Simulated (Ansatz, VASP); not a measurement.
**Two plane-wave programs on EuO**

```
Eu O
1.0
     0.00000    2.58787    2.58787
     2.58787    0.00000    2.58787
     2.58787    2.58787    0.00000
Eu O
1 1
Direct
  0.50000 0.50000 0.50000
  0.00000 0.00000 0.00000
```

Alike in both runs: functional PBE; k mesh 12 × 12 × 12; occupations gaussian, width 0.01 eV; collinear spin; Hubbard terms Eu f U = 6.0 eV.

Ansatz relaxed the structure, and its values are those at the end. VASP's run is a single point on that final structure, the one shown.

```csv
,VASP,Ansatz
version,VASP 6.6.1,Ansatz 0.2.0
potentials or method,"VASP PAW PBE potentials, release 64 (Eu, O), cutoff 520 eV","scalar-relativistic, plane waves, PAW"
valence electrons in the cell,23,23
```

Ansatz gave:

* gap on the k mesh at the Fermi level (eV): 0.39
* least direct gap on the mesh (eV): 0.62
* pressure (GPa): 0.0
* net moment per atom (μB): 3.50
* size of the moment on the site where the two differ most (μB): 6.76

Which values does VASP return?

gap on the k mesh at the Fermi level (eV): 0.06; least direct gap on the mesh (eV): 0.23; pressure (GPa): -0.3; net moment per atom (μB): 3.50; size of the moment on the site where the two differ most (μB): 6.73.

Site moments also hang on the region over which each program counts them. The programs project onto different local orbitals, so the same U acts differently, and such runs can settle in different states.

Neither program's run includes spin-orbit coupling.
